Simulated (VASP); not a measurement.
Set up this calculation in VASP 6.6.1, as the native input.

```yaml
Task: single point
Functional: HSE06
Potentials_or_basis: VASP PAW PBE potentials, release 64 (Zn, O)
Cutoff: 520 eV
k_mesh: 5 × 5 × 5
Occupations: fermi-dirac, width 0.05 eV
Spin: no spin polarisation
Dipole_correction: no
Grid_for_exact_exchange_PRECFOCK: Normal
Further_INCAR_settings: ALGO = Normal; EDIFF = 1e-06; NBANDS = 16
Share_of_exact_exchange: 0.25
Screening_parameter: 0.2079 1/Å
```

Crystal: ZnO.

```
Zn O
1.0
     2.68821    0.00000    0.00000
     0.00000    2.68821    0.00000
     0.00000    0.00000    2.68821
Zn O
1 1
Cartesian
  0.0000 0.0000 0.0000
  1.3441 1.3441 1.3441
```

These files were run (other wordings do the same):

POSCAR

```
ZnO
1.0
    2.6882100000      0.0000000000      0.0000000000
    0.0000000000      2.6882100000      0.0000000000
    0.0000000000      0.0000000000      2.6882100000
Zn O
1 1
Direct
    0.0000000000      0.0000000000      0.0000000000
    0.5000000000      0.5000000000      0.5000000000
```

INCAR.step1

```
SYSTEM = ZnO
PREC     = Accurate       ! precision mode
ENCUT    = 520            ! plane-wave cutoff, eV
EDIFF    = 1E-5           ! SCF threshold, eV
ISMEAR   = -1             ! smearing method
SIGMA    = 0.05           ! smearing width, eV
LREAL    = .False.        ! projectors in reciprocal space
LASPH    = .True.         ! aspherical terms in the spheres
NELM     = 60             ! most SCF steps
ALGO     = Normal         ! electronic algorithm
ISIF     = 2              ! what is computed and relaxed
LWAVE    = .True.         ! write WAVECAR
LCHARG   = .False.        ! write CHGCAR
GGA      = PE             ! functional
NBANDS   = 16             ! bands
```

INCAR.step2

```
SYSTEM = ZnO
PREC     = Accurate       ! precision mode
ENCUT    = 520            ! plane-wave cutoff, eV
EDIFF    = 1E-6           ! SCF threshold, eV
ISMEAR   = -1             ! smearing method
SIGMA    = 0.05           ! smearing width, eV
LREAL    = .False.        ! projectors in reciprocal space
LASPH    = .True.         ! aspherical terms in the spheres
NELM     = 60             ! most SCF steps
ALGO     = Normal         ! electronic algorithm
ISIF     = 2              ! what is computed and relaxed
LWAVE    = .False.        ! write WAVECAR
LCHARG   = .False.        ! write CHGCAR
GGA      = PE             ! functional
LHFCALC  = .True.         ! exact exchange
HFSCREEN = 0.2079         ! screening, 1/A
PRECFOCK = Normal       
ISTART   = 1            
NBANDS   = 16             ! bands
```

KPOINTS

```
regular mesh
0
Gamma
  5 5 5
  0 0 0
```

Potentials or basis: VASP PAW PBE potentials, release 64 (Zn, O).

Run with:

```sh
$ cat potpaw_PBE.64/Zn/POTCAR potpaw_PBE.64/O/POTCAR > POTCAR
$ cp INCAR.step1 INCAR
$ mpirun -np 1 vasp_std > vasp.out
$ cp INCAR.step2 INCAR
$ mpirun -np 1 vasp_std > vasp.out
```

Results of the run:

```yaml
Pressure: -7.0 GPa
Band_gap_on_the_k_mesh: 0.60 eV (least direct gap 1.71 eV)
```

Caveat: the k points lie up to 0.47 Å⁻¹ apart; the PAW data sets were made with another functional, which shifts forces and pressure a little; an odd mesh through Γ misses points on the zone boundary, where band edges can lie.

Run time: 5.4 min on 1 thread of AMD EPYC 7R13, on a shared host, peak memory 0.2 GiB.
